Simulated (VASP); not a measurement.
# AlO2 (P4/mmm) in VASP: further runs

The runs below take AlO2 through relaxation of cell and atoms, single point, with PBE.

Program: VASP 6.6.1. These are calculated values, not measurements. Logs are shortened: lines on timing, memory, paths and dates and some standing lists are left out, and cuts for length are marked.

## 1. The cell of the first run

It takes space group P4/mmm (No. 123, tetragonal). Conventional cell: a = 2.484 Å, b = 2.484 Å, c = 5.126 Å, α = 90.00°, β = 90.00°, γ = 90.00°. Within 3.1 Å of Al (site symmetry 4/mmm) lie 8 O at 2.32 Å and 4 Al at 2.48 Å. O (site symmetry 4mm) has 5 O at 2.10 to 2.48 Å and 4 Al at 2.32 Å within 2.8 Å.

The cell was generated, and may not be a known phase.

## 2. Relaxation of cell and atoms, PBE, collinear spin, ferromagnetic start

File INCAR:

```
SYSTEM = AlO2
ALGO     = Normal         ! electronic algorithm
EDIFF    = 1E-7           ! SCF threshold, eV
EDIFFG   = -0.04          ! ionic threshold
ENCUT    = 600            ! plane-wave cutoff, eV
GGA      = PE             ! functional
IBRION   = 2              ! ionic algorithm
ISIF     = 3              ! what is computed and relaxed
ISMEAR   = 0              ! smearing method
ISPIN    = 2              ! spin polarisation
LASPH    = .True.         ! aspherical terms in the spheres
LCHARG   = .False.        ! write CHGCAR
LORBIT   = 11             ! projections on sites
LREAL    = .False.        ! projectors in reciprocal space
LWAVE    = .False.        ! write WAVECAR
MAGMOM   = 0 1 1          ! initial moments
NELM     = 150            ! most SCF steps
NSW      = 90             ! ionic steps
PREC     = Accurate       ! precision mode
SIGMA    = 0.1            ! smearing width, eV
```

File KPOINTS:

```
k-points
0
Gamma
  8 8 4
  0 0 0
```

File POSCAR:

```
AlO2
1.0
    2.4844576400      0.0000000000      0.0000000000
    0.0000000000      2.4844576400      0.0000000000
    0.0000000000      0.0000000000      5.1260597600
Al O
1 2
Direct
    0.0000000000      0.0000000000      0.0000000000
    0.5000000000      0.5000000000      0.2949999900
    0.5000000000      0.5000000000      0.7050000100
```

Potentials or basis: VASP PAW PBE potentials, release 64 (Al, O).

Command:

```console
cat potpaw_PBE.64/Al/POTCAR potpaw_PBE.64/O/POTCAR > POTCAR
mpirun -np 1 vasp_std > vasp.out
```

OUTCAR:

```text
SYSTEM = AlO2
   EDIFF = 1E-7
   EDIFFG = -0.04
   ENCUT = 600
   GGA = PE
   IBRION = 2
   ISIF = 3
   ISMEAR = 0
   ISPIN = 2
   LASPH = .True.
   LORBIT = 11
   LREAL = .False.
   NELM = 150
   NSW = 90
   PREC = Accurate

 ion  position               nearest neighbor table
   1  0.000  0.000  0.000-   2 2.32   3 2.32   2 2.32   3 2.32   2 2.32   3 2.32   2 2.32   3 2.32

   2  0.500  0.500  0.295-   1 2.32   1 2.32   1 2.32   1 2.32
   3  0.500  0.500  0.705-   1 2.32   1 2.32   1 2.32   1 2.32

  LATTYP: Found a simple tetragonal cell.
 ALAT       =     2.4844576400
 C/A-ratio  =     2.0632510200

  Lattice vectors:

 A1 = (   2.4844576400,   0.0000000000,   0.0000000000)
 A2 = (   0.0000000000,   2.4844576400,   0.0000000000)
 A3 = (   0.0000000000,   0.0000000000,   5.1260597600)

Analysis of symmetry for initial positions (statically):
=====================================================================
 Subroutine PRICEL returns:
 Original cell was already a primitive cell.

 Routine SETGRP: Setting up the symmetry group for a
 simple tetragonal supercell.

 Subroutine GETGRP returns: Found 16 space group operations
 (whereof 16 operations were pure point group operations)
 out of a pool of 16 trial point group operations.

The static configuration has the point symmetry D_4h.

Analysis of symmetry for dynamics (positions and initial velocities):
=====================================================================
 Subroutine PRICEL returns:
 Original cell was already a primitive cell.

 Routine SETGRP: Setting up the symmetry group for a
 simple tetragonal supercell.

 Subroutine GETGRP returns: Found 16 space group operations
 (whereof 16 operations were pure point group operations)
 out of a pool of 16 trial point group operations.

The dynamic configuration has the point symmetry D_4h.

Analysis of structural, dynamic, and magnetic symmetry:
=====================================================================
 Subroutine PRICEL returns:
 Original cell was already a primitive cell.

 Routine SETGRP: Setting up the symmetry group for a
 simple tetragonal supercell.

 Subroutine GETGRP returns: Found 16 space group operations
 (whereof 16 operations were pure point group operations)
 out of a pool of 16 trial point group operations.

The overall configuration has the point symmetry D_4h.

 Subroutine INISYM returns: Found 16 space group operations
 (whereof 16 operations are pure point group operations),
 and found     1 'primitive' translations

----------------------------------------------------------------------------------------

                                     Primitive cell

  volume of cell :      31.6408

  direct lattice vectors                    reciprocal lattice vectors
[... 127 lines left out ...]
   NGX =  9   NGY =  9   NGZ = 21

--------------------------------------- Ionic step        1  -------------------------------------------

 number of electron      14.9999994 magnetization       0.7562654

 Free energy of the ion-electron system (eV)
  ---------------------------------------------------
  ext. energy  EPLUGINS =         0.00000000
  ---------------------------------------------------
  free energy    TOTEN  =       -14.30079732 eV

  energy without entropy =      -14.29079551  energy(sigma->0) =      -14.29579642

------------------------ aborting loop because EDIFF is reached ----------------------------------------

  FORCE on cell =-STRESS in cart. coord.  units (eV):
  Direction    XX          YY          ZZ          XY          YZ          ZX
  --------------------------------------------------------------------------------------
  -------------------------------------------------------------------------------------
  Total        2.5355007      2.5355007    -11.8167522      0.0000000      0.0000000      0.0000000
  in kB      128.3888970    128.3888970   -598.3590363      0.0000000      0.0000000      0.0000000
  external PRESSURE =    -113.8604141 kB  Pullay stress =       0.0000000 kB
[... 283 lines left out ...]
--------------------------------------- Ionic step        9  -------------------------------------------

 number of electron      15.0000011 magnetization       0.4728982

 Free energy of the ion-electron system (eV)
  ---------------------------------------------------
  ext. energy  EPLUGINS =         0.00000000
  ---------------------------------------------------
  free energy    TOTEN  =       -17.78203533 eV

  energy without entropy =      -17.77999048  energy(sigma->0) =      -17.78101290

 E-fermi :   5.9132     XC(G=0): -11.0047

 val. band max:        5.8621495446   @ k =   0.5000   0.3750   0.2500
 cond. band min:       5.9190631547   @ k =   0.5000   0.5000   0.2500
 fundamental gap:      0.0569136101
 Fermi energy:         5.9132241526

 spin component 1

 k-point     1 :       0.0000    0.0000    0.0000
  band No.  band energies     occupation
      1     -15.3820      1.00000
      2     -11.8615      1.00000
      3      -1.7439      1.00000
      4       3.0100      1.00000
      5       3.0100      1.00000
      6       4.7060      1.00000
      7       4.7060      1.00000
      8       6.3456      0.00000
      9       8.4750      0.00000
     10      14.2859      0.00000
     11      14.5458      0.00000
     12      17.6345      0.00000
[... 333 lines left out ...]
      1     -13.7212      1.00000
      2     -11.2131      1.00000
      3      -2.6137      1.00000
      4       0.4995      1.00000
      5       0.5970      1.00000
      6       2.7889      1.00000
      7       4.4954      1.00000
      8       5.5885      1.00000
      9      13.1858      0.00000
     10      14.3127      0.00000
     11      15.2456      0.00000
     12      17.9263      0.00000

 [... further k-points ...]

 spin component 2

 k-point     1 :       0.0000    0.0000    0.0000
  band No.  band energies     occupation
      1     -15.0606      1.00000
      2     -11.4921      1.00000
      3      -1.1839      1.00000
      4       3.1856      1.00000
      5       3.1856      1.00000
      6       4.8982      1.00000
      7       4.8982      1.00000
      8       7.3001      0.00000
      9       8.6509      0.00000
     10      14.3820      0.00000
     11      14.4990      0.00000
     12      17.9871      0.00000
[... 375 lines left out ...]
  FREE ENERGIE OF THE ION-ELECTRON SYSTEM (eV)
  ---------------------------------------------------
  free  energy   TOTEN  =       -17.7820353263 eV

  energy  without entropy=      -17.7799904821  energy(sigma->0) =      -17.78101290

 reached required accuracy - stopping structural energy minimisation

 total charge

# of ion       s       p       d       tot
------------------------------------------
    1        0.284   0.334   0.000   0.618
    2        1.591   3.376   0.000   4.968
    3        1.591   3.376   0.000   4.968
--------------------------------------------------
tot          3.466   7.087   0.000  10.553

 magnetization (x)

# of ion       s       p       d       tot
------------------------------------------
    1       -0.004  -0.004   0.000  -0.008
    2        0.006   0.210   0.000   0.216
    3        0.006   0.210   0.000   0.216
--------------------------------------------------
tot          0.008   0.415   0.000   0.423
```

Run time: 87 s. Hardware: 1 thread of Intel Xeon 6975P-C (Granite Rapids), shared host; peak memory 0.17 GiB.

What came out:

```
Free energy                                           : -17.7820 eV
Relaxed volume                                        : 9.43 Å³/atom
Relaxed cell                                          : a = 2.573 Å, b = 2.573 Å, c = 4.274 Å, α = 90.00°, β = 90.00°, γ = 90.00°
Space group after relaxing (to 0.1 Å)                 : P4/mmm (No. 123)
Energy gained by relaxing                             : 1160.4 meV/atom
Ionic steps                                           : 9
Pressure after relaxing                               : -0.3 GPa
Largest force after relaxing                          : 0.034 eV/Å
Net moment                                            : 0.47 μB per cell
Site moments                                          : Al -0.01; O +0.22 μB
Valence electrons inside the program's atomic spheres : Al 0.62; O 4.97
```

Forces on the atoms (eV/Å):
```
Al   0.000  0.000  0.000
O    0.000  0.000 -0.034
O    0.000  0.000  0.034
```

Step by step:
```csv
step,energy change (eV),largest force (eV/Å),pressure (GPa),volume (Å³)
1,0.0000,5.2201,-11.39,31.64
2,-3.4420,0.6187,-1.35,27.76
3,-3.4420,0.4482,-0.76,27.71
4,-3.4705,0.0639,3.73,27.46
5,-3.4705,0.0641,3.74,27.46
6,-3.4784,0.3020,-0.49,28.24
7,-3.4792,0.2143,0.47,28.05
8,-3.4807,0.0606,-0.71,28.41
9,-3.4812,0.0344,-0.31,28.29
```

Final structure:
```xyz
3
Lattice="2.5725 0.0000 0.0000 0.0000 2.5725 0.0000 0.0000 0.0000 4.2741" Properties=species:S:1:pos:R:3 pbc="T T T"
Al    0.0000    0.0000    0.0000
O     1.2863    1.2863    1.0073
O     1.2863    1.2863    3.2668
```

Levels at points of the mesh, in eV from the Fermi level:
Spin up:
```csv
k point,band 6,band 7,band 8,band 9,band 10,band 11
"(0.00, 0.00, 0.00)",-1.21,-1.21,0.43,2.56,8.37,8.63
"(0.50, 0.00, 0.00)",-2.36,-0.69,0.68,6.54,7.47,10.04
"(0.50, 0.50, 0.00)",-3.99,-3.99,0.94,3.35,8.54,8.82
"(0.00, 0.00, 0.50)",-2.62,-1.57,-1.57,3.48,6.33,8.81
"(0.50, 0.00, 0.50)",-2.11,-2.04,-1.01,7.82,7.90,10.81
"(0.50, 0.50, 0.50)",-4.63,-3.30,-1.48,4.14,6.61,9.81
```
Spin down:
| k point | band 4 | band 5 | band 6 | band 7 | band 8 | band 9 | band 10 | band 11 |
| --- | --- | --- | --- | --- | --- | --- | --- | --- |
| (0.00, 0.00, 0.00) | -2.73 | -2.73 | -1.02 | -1.02 | 1.39 | 2.74 | 8.47 | 8.59 |
| (0.50, 0.00, 0.00) | -5.76 | -4.92 | -2.18 | -0.48 | 1.66 | 6.59 | 7.61 | 10.11 |
| (0.50, 0.50, 0.00) | -7.02 | -4.81 | -3.84 | -3.84 | 1.94 | 3.32 | 8.51 | 8.87 |
| (0.00, 0.00, 0.50) | -2.44 | -2.44 | -1.98 | -1.38 | -1.38 | 3.74 | 6.47 | 8.76 |
| (0.50, 0.00, 0.50) | -5.81 | -3.30 | -1.93 | -1.20 | -0.80 | 7.91 | 8.08 | 10.89 |
| (0.50, 0.50, 0.50) | -6.66 | -4.49 | -4.49 | -2.53 | -0.59 | 4.11 | 6.58 | 9.87 |

Caveat: a moment this small can come from the mesh or the smearing; a cell axis changed by over 15 % at a fixed basis, so the end point is rough.

## 3. Single point, PBE, collinear spin, ferromagnetic start

This run uses another cell than the first one, of 9.28 Å³/atom.

File INCAR:

```
SYSTEM = AlO2
  PREC = Accurate
  ENCUT = 520
  EDIFF = 1E-6
  ISMEAR = 0
  SIGMA = 0.1
  LREAL = .FALSE.
  LASPH = .TRUE.
  NELM = 150
  ALGO = Normal
  ISIF = 2
  LWAVE = .FALSE.
  LCHARG = .FALSE.
  ISPIN = 2
  MAGMOM = 0 0.25 0.25
  LORBIT = 11
  GGA = PE
  NBANDS = 18
```

File KPOINTS:

```
regular mesh
0
G
  18 18 12
  0 0 0
```

File POSCAR:

```
AlO2
1.0
    2.5684212261      0.0000000000      0.0000000000
    0.0000000000      2.5684212261      0.0000000000
    0.0000000000      0.0000000000      4.2220538056
Al O
1 2
Direct
    0.0000000000      0.0000000000      0.0000000000
    0.5000000000      0.5000000000      0.2388914090
    0.5000000000      0.5000000000      0.7611085910
```

Potentials or basis: VASP PAW PBE potentials, release 64 (Al, O).

Command:

```console
cat potpaw_PBE.64/Al/POTCAR potpaw_PBE.64/O/POTCAR > POTCAR
mpirun -np 1 vasp_std > vasp.out
```

OUTCAR:

```text
SYSTEM = AlO2
   PREC = Accurate
   ENCUT = 520
   EDIFF = 1E-6
   ISMEAR = 0
   LREAL = .FALSE.
   LASPH = .TRUE.
   NELM = 150
   ISIF = 2
   ISPIN = 2
   LORBIT = 11
   GGA = PE

 ion  position               nearest neighbor table
   1  0.000  0.000  0.000-   2 2.08   3 2.08   2 2.08   3 2.08   2 2.08   3 2.08   2 2.08   3 2.08

   2  0.500  0.500  0.239-   1 2.08   1 2.08   1 2.08   1 2.08
   3  0.500  0.500  0.761-   1 2.08   1 2.08   1 2.08   1 2.08

  LATTYP: Found a simple tetragonal cell.
 ALAT       =     2.5684212261
 C/A-ratio  =     1.6438323133

  Lattice vectors:

 A1 = (   2.5684212261,   0.0000000000,   0.0000000000)
 A2 = (   0.0000000000,   2.5684212261,   0.0000000000)
 A3 = (   0.0000000000,   0.0000000000,   4.2220538056)

Analysis of symmetry for initial positions (statically):
=====================================================================
 Subroutine PRICEL returns:
 Original cell was already a primitive cell.

 Routine SETGRP: Setting up the symmetry group for a
 simple tetragonal supercell.

 Subroutine GETGRP returns: Found 16 space group operations
 (whereof 16 operations were pure point group operations)
 out of a pool of 16 trial point group operations.

The static configuration has the point symmetry D_4h.

Analysis of symmetry for dynamics (positions and initial velocities):
=====================================================================
 Subroutine PRICEL returns:
 Original cell was already a primitive cell.

 Routine SETGRP: Setting up the symmetry group for a
 simple tetragonal supercell.

 Subroutine GETGRP returns: Found 16 space group operations
 (whereof 16 operations were pure point group operations)
 out of a pool of 16 trial point group operations.

The dynamic configuration has the point symmetry D_4h.

Analysis of structural, dynamic, and magnetic symmetry:
=====================================================================
 Subroutine PRICEL returns:
[... 158 lines left out ...]
  free energy    TOTEN  =       -17.83712636 eV

  energy without entropy =      -17.83418974  energy(sigma->0) =      -17.83565805

 E-fermi :   6.2079     XC(G=0): -11.1061

 val. band max:        6.2060443317   @ k =   0.2778   0.2222   0.2500
 cond. band min:       6.2082714247   @ k =   0.3333   0.1667   0.2500
 fundamental gap:      0.0022270930
 Fermi energy:         6.2078943097

 spin component 1

 k-point     1 :       0.0000    0.0000    0.0000
  band No.  band energies     occupation
      1     -15.0956      1.00000
      2     -11.4728      1.00000
      3      -1.4277      1.00000
      4       3.2625      1.00000
      5       3.2625      1.00000
      6       5.0060      1.00000
[... 493 lines left out ...]
     17      27.3145      0.00000
     18      27.9747      0.00000

 [... further k-points ...]

 spin component 2

 k-point     1 :       0.0000    0.0000    0.0000
  band No.  band energies     occupation
      1     -15.0956      1.00000
      2     -11.4728      1.00000
      3      -1.4277      1.00000
      4       3.2625      1.00000
      5       3.2625      1.00000
      6       5.0060      1.00000
[... 493 lines left out ...]
     17      27.3145      0.00000
     18      27.9747      0.00000

 [... further k-points ...]

------------------------ aborting loop because EDIFF is reached ----------------------------------------

  FORCE on cell =-STRESS in cart. coord.  units (eV):
  Direction    XX          YY          ZZ          XY          YZ          ZX
  --------------------------------------------------------------------------------------
  -------------------------------------------------------------------------------------
  Total       -0.0010371     -0.0010371     -0.0337719      0.0000000     -0.0000000      0.0000000
  in kB       -0.0596606     -0.0596606     -1.9427159      0.0000000     -0.0000000      0.0000000
  external PRESSURE =      -0.6873457 kB  Pullay stress =       0.0000000 kB

 VOLUME and BASIS-vectors are now :
 -----------------------------------------------------------------------------
  energy-cutoff  :      520.00
  volume of cell :       27.85
      direct lattice vectors                 reciprocal lattice vectors
     2.568421226  0.000000000  0.000000000     0.389344236  0.000000000  0.000000000
     0.000000000  2.568421226  0.000000000     0.000000000  0.389344236  0.000000000
     0.000000000  0.000000000  4.222053806     0.000000000  0.000000000  0.236851553

 POSITION                                       TOTAL-FORCE (eV/Angst)
 -----------------------------------------------------------------------------------
      0.00000      0.00000      0.00000         0.000000      0.000000      0.000000
      1.28421      1.28421      1.00861        -0.000000     -0.000000      0.026449
      1.28421      1.28421      3.21344         0.000000      0.000000     -0.026449
 -----------------------------------------------------------------------------------
    total drift:                                0.000000      0.000000      0.000000

  FREE ENERGIE OF THE ION-ELECTRON SYSTEM (eV)
  ---------------------------------------------------
  free  energy   TOTEN  =       -17.8371263600 eV

  energy  without entropy=      -17.8341897416  energy(sigma->0) =      -17.83565805

 total charge

# of ion       s       p       d       tot
------------------------------------------
    1        0.284   0.336   0.000   0.620
    2        1.596   3.374   0.000   4.970
    3        1.596   3.374   0.000   4.970
--------------------------------------------------
tot          3.477   7.083   0.000  10.560

 magnetization (x)

# of ion       s       p       d       tot
------------------------------------------
    1        0.000   0.000   0.000   0.000
    2       -0.000  -0.000   0.000  -0.000
    3       -0.000  -0.000   0.000  -0.000
--------------------------------------------------
tot          0.000  -0.000   0.000  -0.000
```

Wall time 1.9 min (1 thread of Intel Xeon 6975P-C (Granite Rapids), shared host); peak memory 0.35 GiB.

Results:

```
Free energy                                           : -17.8371 eV
Pressure                                              : -0.1 GPa
Largest force                                         : 0.026 eV/Å
Net moment                                            : 0.00 μB per cell
Valence electrons inside the program's atomic spheres : Al 0.62; O 4.97
```

Forces in eV/Å, atoms in the order of the input:
```
Al   0.000  0.000  0.000
O    0.000  0.000  0.026
O    0.000  0.000 -0.026
```

Stress tensor (GPa, compression positive):
```
-0.01  0.00  0.00
 0.00 -0.01  0.00
 0.00  0.00 -0.19
```
